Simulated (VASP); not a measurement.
# C (Fd-3m) in VASP: a series of runs

Runs on C. Level: r2SCAN. Tasks: single point.

Program: VASP 6.6.1. These are calculated values, not measurements. Logs are shortened: lines on timing, memory, paths and dates and some standing lists are left out, and cuts for length are marked.

### Step 1. The cell of the first run

Symmetry: Fd-3m, No. 227, cubic system. Conventional cell: a = 3.567 Å, b = 3.567 Å, c = 3.567 Å, α = 90.00°, β = 90.00°, γ = 90.00°. Within 2.1 Å of C (site symmetry -43m) lie 4 C at 1.54 Å.

### Step 2. Single point, r2SCAN

POSCAR

```
C
1.0
    0.0000000000      1.7834200000      1.7834200000
    1.7834200000      0.0000000000      1.7834200000
    1.7834200000      1.7834200000      0.0000000000
C
2
Direct
    0.5000000000      0.5000000000      0.5000000000
    0.7500000000      0.7500000000      0.7500000000
```

INCAR.step1

```
SYSTEM = C
PREC = Accurate
ENCUT = 660
ISMEAR = -1
SIGMA = 0.05
LREAL = .False.
LASPH = .True.
NELM = 120
NBANDS = 11
GGA = PE
ALGO = Normal
EDIFF = 1E-5
LWAVE = .True.
LCHARG = .False.
GGA_COMPAT = .False.
```

INCAR.step2

```
SYSTEM = C
PREC = Accurate
ENCUT = 660
EDIFF = 1E-6
ISMEAR = -1
SIGMA = 0.05
LREAL = .False.
LASPH = .True.
NELM = 120
ALGO = Normal
ISIF = 2
LWAVE = .False.
LCHARG = .False.
METAGGA = R2SCAN
LMIXTAU = .True.
NBANDS = 11
ISTART = 1
GGA_COMPAT = .False.
```

KPOINTS

```
Automatic mesh
0
Gamma
  6 6 6
  0 0 0
```

Potentials or basis: VASP PAW PBE potentials, release 64 (C).

The run is started by

```console
$ cat potpaw_PBE.64/C/POTCAR > POTCAR
$ cp INCAR.step1 INCAR
$ mpirun -np 1 vasp_std > vasp.out
$ cp INCAR.step2 INCAR
$ mpirun -np 1 vasp_std > vasp.out
```

OUTCAR:

```text
SYSTEM = C
   PREC = Accurate
   ENCUT = 660
   EDIFF = 1E-6
   ISMEAR = -1
   LREAL = .False.
   LASPH = .True.
   NELM = 120
   ISIF = 2
   METAGGA = R2SCAN
   ISTART = 1

 ion  position               nearest neighbor table
   1  0.500  0.500  0.500-   2 1.54   2 1.54   2 1.54   2 1.54
   2  0.750  0.750  0.750-   1 1.54   1 1.54   1 1.54   1 1.54

  LATTYP: Found a face centered cubic cell.
 ALAT       =     3.5668400000

  Lattice vectors:

 A1 = (   0.0000000000,   1.7834200000,   1.7834200000)
 A2 = (   1.7834200000,   0.0000000000,   1.7834200000)
 A3 = (   1.7834200000,   1.7834200000,   0.0000000000)

Analysis of symmetry for initial positions (statically):
=====================================================================
 Subroutine PRICEL returns:
 Original cell was already a primitive cell.

 Routine SETGRP: Setting up the symmetry group for a
 face centered cubic supercell.

 Subroutine GETGRP returns: Found 48 space group operations
 (whereof 24 operations were pure point group operations)
 out of a pool of 48 trial point group operations.

The static configuration has the point symmetry T_d .
 The point group associated with its full space group is O_h .

Analysis of symmetry for dynamics (positions and initial velocities):
=====================================================================
 Subroutine PRICEL returns:
 Original cell was already a primitive cell.

 Routine SETGRP: Setting up the symmetry group for a
 face centered cubic supercell.

 Subroutine GETGRP returns: Found 48 space group operations
 (whereof 24 operations were pure point group operations)
 out of a pool of 48 trial point group operations.

The dynamic configuration has the point symmetry T_d .
 The point group associated with its full space group is O_h .

 Subroutine INISYM returns: Found 48 space group operations
 (whereof 24 operations are pure point group operations),
 and found     1 'primitive' translations

----------------------------------------------------------------------------------------

                                     Primitive cell

  volume of cell :      11.3446

  direct lattice vectors                    reciprocal lattice vectors
     0.000000000  1.783420000  1.783420000    -0.280360207  0.280360207  0.280360207
     1.783420000  0.000000000  1.783420000     0.280360207 -0.280360207  0.280360207
     1.783420000  1.783420000  0.000000000     0.280360207  0.280360207 -0.280360207

  length of vectors
     2.522136751  2.522136751  2.522136751     0.485598123  0.485598123  0.485598123

  position of ions in fractional coordinates (direct lattice)
     0.500000000  0.500000000  0.500000000
     0.750000000  0.750000000  0.750000000

  ion indices of the primitive-cell ions
   primitive index   ion index
                 1           1
                 2           2

----------------------------------------------------------------------------------------

 KPOINTS: Automatic mesh

Automatic generation of k-mesh.
 Grid dimensions read from file:
 generate k-points for:    6    6    6

 Generating k-lattice:

  Cartesian coordinates                     Fractional coordinates (reciprocal lattice)
    -0.046726701  0.046726701  0.046726701     0.166666667  0.000000000  0.000000000
     0.046726701 -0.046726701  0.046726701     0.000000000  0.166666667  0.000000000
     0.046726701  0.046726701 -0.046726701     0.000000000  0.000000000  0.166666667

  Length of vectors
     0.080933020  0.080933020  0.080933020

  Shift w.r.t. Gamma in fractional coordinates (k-lattice)
     0.000000000  0.000000000  0.000000000

 Subroutine IBZKPT returns following result:
 ===========================================

 Found     16 irreducible k-points:

 Following reciprocal coordinates:
            Coordinates               Weight
  0.000000  0.000000  0.000000      1.000000
  0.166667  0.000000  0.000000      8.000000
  0.333333  0.000000  0.000000      8.000000
  0.500000  0.000000  0.000000      4.000000
  0.166667  0.166667  0.000000      6.000000
  0.333333  0.166667  0.000000     24.000000
[... 8 lines left out ...]
 -0.333333  0.333333  0.166667     24.000000
 -0.333333  0.500000  0.166667     12.000000
   k-points           NKPTS =     16   k-points in BZ     NKDIM =     16   number of bands    NBANDS=     11
   number of dos      NEDOS =    301   number of ions     NIONS =      2
   total plane-waves  NPLWV =  13824
   dimension x,y,z NGX =    24 NGY =   24 NGZ =   24
   dimension x,y,z NGXF=    48 NGYF=   48 NGZF=   48
   ions per type =               2
   NGX,Y,Z   is equivalent  to a cutoff of  15.82, 15.82, 15.82 a.u.
   NGXF,Y,Z  is equivalent  to a cutoff of  31.64, 31.64, 31.64 a.u.
 SYSTEM =  C
   PREC   = accura    normal or accurate (medium, high low for compatibility)
   ISTART =      1    job   : 0-new  1-cont  2-samecut
   ICHARG =      0    charge: 1-file 2-atom 10-const
   ISPIN  =      1    spin polarized calculation?
   LNONCOLLINEAR =      F non collinear calculations
   LSORBIT =      F    spin-orbit coupling
   LASPH  =      T    aspherical Exc in radial PAW
   ENCUT  =  660.0 eV  48.51 Ry    6.96 a.u.   5.28  5.28  5.28*2*pi/ulx,y,z
   NELM   =    120;   NELMIN=  2; NELMDL=  0     # of ELM steps
   EDIFF  = 0.1E-05   stopping-criterion for ELM
   LREAL  =      F    real-space projection
   EDIFFG = 0.1E-04   stopping-criterion for IOM
   NSW    =      0    number of steps for IOM
   IBRION =     -1    ionic relax: 0-MD 1-quasi-New 2-CG
   NFREE  =      0    steps in history (QN), initial steepest desc. (CG)
   ISIF   =      2    stress and relaxation
   ISYM   =      2    0-nonsym 1-usesym 2-fastsym
   POTIM  = 0.5000    time-step for ionic-motion
   TEBEG  =    0.0;   TEEND  =   0.0 temperature during run
   PSTRESS=    0.0 pullay stress
   NELECT =       8.0000    total number of electrons
   NUPDOWN=      -1.0000    fix difference up-down
   EMIN   =  10.00;   EMAX   =-10.00  energy-range for DOS
   EFERMI =   0.00;   METHOD = LEGACY
   ISMEAR =    -1;   SIGMA  =   0.05  broadening in eV -4-tet -1-fermi 0-gaus
   EFERMI_NEDOS =   21; number of points for ismear=-14 and -15
   IALGO  =     38    algorithm
   IMIX   =      4    mixing-type and parameters
     AMIX     =   0.40;   BMIX     =  1.00
     AMIX_MAG =   1.60;   BMIX_MAG =  1.00
  volume/ion in A,a.u.               =       5.67        38.28
  Fermi-wavevector in a.u.,A,eV,Ry     =   1.457162  2.753637 28.889541  2.123321
  Thomas-Fermi vector in A             =   2.573996
   LORBIT       =      0    0 simple, 1 ext, 2 COOP (PROOUT), +10 PAW based schemes
   METAGGA = R2SCAN    functional components
   LHFCALC =     F    Hartree Fock is set to
   AEXX    =    0.0000 exact exchange contribution
   IVDW    =     0    specifies the selected vdW correction
   LEPSILON=     F    determine dielectric tensor
   LRPA    =     F    only Hartree local field effects (RPA)
 non-spin polarized calculation
  energy-cutoff  :      660.00
  volume of cell :       11.34
 maximum number of plane-waves:       447
 NGX is ok and might be reduce to    24
   NGX = 11   NGY = 11   NGZ = 11

 number of electron       8.0000000 magnetization

 Free energy of the ion-electron system (eV)
  ---------------------------------------------------
  ext. energy  EPLUGINS =         0.00000000
  ---------------------------------------------------
  free energy    TOTEN  =       -19.65886559 eV

  energy without entropy =      -19.65886559  energy(sigma->0) =      -19.65886559

 E-fermi :  10.7260     XC(G=0): -14.2549

 val. band max:        9.7118811312   @ k =   0.0000   0.0000   0.0000
 cond. band min:      14.0541254271   @ k =   0.3333   0.3333   0.0000
 fundamental gap:      4.3422442959
 Fermi energy:        10.7259772201

 k-point     1 :       0.0000    0.0000    0.0000
  band No.  band energies     occupation
      1     -12.9814      2.00000
      2       9.7119      2.00000
      3       9.7119      2.00000
      4       9.7119      2.00000
      5      15.5469      0.00000
      6      15.5469      0.00000
      7      15.5469      0.00000
      8      23.5268      0.00000
      9      30.1059      0.00000
     10      37.0979      0.00000
     11      37.0979      0.00000

 k-point     2 :       0.1667    0.0000    0.0000
  band No.  band energies     occupation
      1     -12.1812      2.00000
      2       5.7024      2.00000
      3       8.6203      2.00000
      4       8.6203      2.00000
      5      16.9792      0.00000
      6      16.9792      0.00000
      7      17.4491      0.00000
      8      24.3185      0.00000
      9      31.1679      0.00000
     10      33.4083      0.00000
     11      33.4083      0.00000

 k-point     3 :       0.3333    0.0000    0.0000
  band No.  band energies     occupation
      1      -9.8384      2.00000
      2      -0.2144      2.00000
      3       7.2443      2.00000
      4       7.2443      2.00000
      5      18.4015      0.00000
      6      18.4015      0.00000
      7      18.5901      0.00000
      8      25.8797      0.00000
      9      31.8380      0.00000
     10      33.9216      0.00000
     11      33.9216      0.00000
[... 155 lines left out ...]
 k-point    15 :      -0.3333    0.3333    0.1667
  band No.  band energies     occupation
      1      -5.1582      2.00000
      2      -2.6756      2.00000
      3       1.4327      2.00000
      4       3.4708      2.00000
      5      19.0136      0.00000
      6      20.2248      0.00000
      7      24.1961      0.00000
      8      24.4837      0.00000
      9      28.8731      0.00000
     10      34.4812      0.00000
     11      38.3255      0.00000

 k-point    16 :      -0.3333    0.5000    0.1667
  band No.  band energies     occupation
      1      -3.3369      2.00000
      2      -3.3369      2.00000
      3       1.5103      2.00000
      4       1.5103      2.00000
      5      18.3634      0.00000
      6      18.3634      0.00000
      7      25.0396      0.00000
      8      25.0396      0.00000
      9      32.6796      0.00000
     10      32.6796      0.00000
     11      41.8245      0.00000

------------------------ aborting loop because EDIFF is reached ----------------------------------------

  FORCE on cell =-STRESS in cart. coord.  units (eV):
  Direction    XX          YY          ZZ          XY          YZ          ZX
  --------------------------------------------------------------------------------------
  -------------------------------------------------------------------------------------
  Total       -0.1606089     -0.1606089     -0.1606089      0.0000000      0.0000000      0.0000000
  in kB      -22.6824091    -22.6824091    -22.6824091      0.0000000      0.0000000      0.0000000
  external PRESSURE =     -22.6824091 kB  Pullay stress =       0.0000000 kB

 VOLUME and BASIS-vectors are now :
 -----------------------------------------------------------------------------
  energy-cutoff  :      660.00
  volume of cell :       11.34
      direct lattice vectors                 reciprocal lattice vectors
     0.000000000  1.783420000  1.783420000    -0.280360207  0.280360207  0.280360207
     1.783420000  0.000000000  1.783420000     0.280360207 -0.280360207  0.280360207
     1.783420000  1.783420000  0.000000000     0.280360207  0.280360207 -0.280360207

 POSITION                                       TOTAL-FORCE (eV/Angst)
 -----------------------------------------------------------------------------------
      1.78342      1.78342      1.78342         0.000000      0.000000      0.000000
      2.67513      2.67513      2.67513        -0.000000     -0.000000     -0.000000
 -----------------------------------------------------------------------------------
    total drift:                                0.000000      0.000000      0.000000

  FREE ENERGIE OF THE ION-ELECTRON SYSTEM (eV)
  ---------------------------------------------------
  free  energy   TOTEN  =       -19.6588655911 eV

  energy  without entropy=      -19.6588655910  energy(sigma->0) =      -19.65886559
```

Run time: 6.4 s. Hardware: 1 thread of Intel Xeon 6975P-C (Granite Rapids), shared host; peak memory 0.13 GiB.

What came out:

```
Free energy            : -19.6589 eV
Pressure               : -2.3 GPa
Band gap on the k mesh : 4.34 eV, indirect (least direct gap 5.83 eV)
```

Caveat: the k points lie up to 0.51 Å⁻¹ apart; the PAW data sets were made with another functional, which shifts forces and pressure a little.

[end of part 1 of 2]
